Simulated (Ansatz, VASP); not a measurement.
## Two plane-wave programs on CdSe

INCAR

```
SYSTEM = CdSe
PREC = Accurate
ENCUT = 520
EDIFF = 1E-6
ISMEAR = -1
SIGMA = 0.02
LREAL = .FALSE.
LASPH = .TRUE.
NELM = 60
ALGO = Normal
ISIF = 2
LWAVE = .FALSE.
LCHARG = .FALSE.
GGA = PE
NBANDS = 16
```

KPOINTS

```
Automatic mesh
0
G
  8 8 8
  0 0 0
```

File POSCAR:

```
CdSe
1.0
    0.0000000000      2.9450697268      3.2364023001
    2.9450697268      0.0000000000      3.2364023001
    2.9450697268      2.9450697268      0.0000000000
Cd Se
1 1
Direct
    0.0000000000      0.0000000000      0.0000000000
    0.2500000000      0.2500000000      0.2500000000
```

Input for Ansatz:

```yaml
crystal:
  lattice:
    - [0.0, 2.9450697268, 3.2364023001]
    - [2.9450697268, 0.0, 3.2364023001]
    - [2.9450697268, 2.9450697268, 0.0]
  atoms:
    - { symbol: Cd, position: [0.0, 0.0, 0.0] }
    - { symbol: Se, position: [0.25, 0.25, 0.25] }
kpoints:
  mp_grid: { grid: [8, 8, 8] }
  band_path:
    path:
      - [0.0, 0.0, 0.0]
      - [-0.5, -0.5, 0.0]
      - [-0.375, -0.375, 0.25]
      - [-0.375, 0.0, 0.375]
      - [0.0, 0.0, 0.5]
      - [-0.5, -0.25, 0.25]
    npoints: 1
hamiltonian:
  xc: pbe
scf:
  occupations: { method: fermi_dirac, width: 0.02 }
  n_extra_bands: 4
output:
  forces: true
  stress: true
  eigenvalues: true
```

Change from the starting cell: epitaxial_xy strain -4.0%.

Alike in both runs: task single point; functional PBE; k mesh 8 × 8 × 8; occupations fermi-dirac, width 0.02 eV; no spin polarisation.

|  | VASP | Ansatz |
| --- | --- | --- |
| version | VASP 6.6.1 | Ansatz 0.2.0 |
| potentials or method | VASP PAW PBE potentials, release 64 (Cd, Se) | plane waves, PAW |
| plane-wave cutoff (eV) | 520 | 420 |
| valence electrons in the cell | 18 | 36 |

```tsv
	VASP	Ansatz	Ansatz less VASP
pressure (GPa)	3.1	2.7	-0.33
traceless stress, the component that is largest in VASP (GPa)	-1.15	-1.18	-0.022
```

The functional is the same, so the differences come from potentials, cutoffs and numerics. VASP's potentials hold 18 valence electrons a cell and Ansatz's 36, so a difference there can come from the potentials and not from the codes.
